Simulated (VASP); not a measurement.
Write the native input for VASP 6.6.1 that does the following.

```
Task                   : relaxation of cell and atoms
Functional             : RPBE
Dispersion             : D3(BJ)
Potentials or basis    : VASP PAW PBE potentials, release 64 (Ti_sv, Al)
Cutoff                 : 600 eV
k mesh                 : 10 × 10 × 10
Occupations            : fermi-dirac, width 0.05 eV
Spin                   : no spin polarisation
Dipole correction      : no
Further INCAR settings : ALGO = Fast; EDIFF = 1e-07; IBRION = 2; EDIFFG = -0.01; NSW = 60; ISIF = 3
```

The structure of TiAl3 lies in POSCAR:

```
TiAl3
1.0
   -1.9111067713      1.9111067713      4.2806687947
    1.9111067713     -1.9111067713      4.2806687947
    1.9111067713      1.9111067713     -4.2806687947
Ti Al
1 3
Direct
    0.0000000000      0.0000000000      0.0000000000
    0.2500000000      0.7500000000      0.5000000000
    0.7500000000      0.2500000000      0.5000000000
    0.5000000000      0.5000000000      0.0000000000
```

The input as run:

INCAR

```
SYSTEM = TiAl3
PREC = Accurate
ENCUT = 600
EDIFF = 1E-7
ISMEAR = -1
SIGMA = 0.05
LREAL = .FALSE.
LASPH = .TRUE.
NELM = 80
ALGO = Fast
ISIF = 3
LWAVE = .FALSE.
LCHARG = .FALSE.
GGA = RP
IVDW = 12
IBRION = 2
NSW = 60
EDIFFG = -0.01
```

KPOINTS

```
Automatic mesh
0
G
  10 10 10
  0 0 0
```

Potentials or basis: VASP PAW PBE potentials, release 64 (Ti_sv, Al).

Run with:

```bash
$ cat potpaw_PBE.64/Ti_sv/POTCAR potpaw_PBE.64/Al/POTCAR > POTCAR
$ mpirun -np 1 vasp_std > vasp.out
```

Results of the run:

```yaml
Relaxed_volume: 13.02 Å³/atom
Relaxed_cell: a = 4.753 Å, b = 4.753 Å, c = 4.753 Å, α = 135.47°, β = 135.47°, γ = 64.81°
Space_group_after_relaxing_to_0.05_Å: I4/mmm (No. 139)
Energy_gained_by_relaxing: 211.6 meV/atom
Ionic_steps: 10
Pressure_after_relaxing: 0.0 GPa
Dispersion_energy_per_atom: -2.821 eV
```

Caveat: the volume moved by over 15 % at a fixed basis, so the end points are rough; the PAW data sets were made with another functional, which shifts forces and pressure a little; pairwise dispersion overbinds metals, which lowers pressure and volume.

Run time: 24 min on 1 thread of Intel(R) Xeon(R) 6975P-C (Granite Rapids) (shared host), peak memory 0.39 GiB.
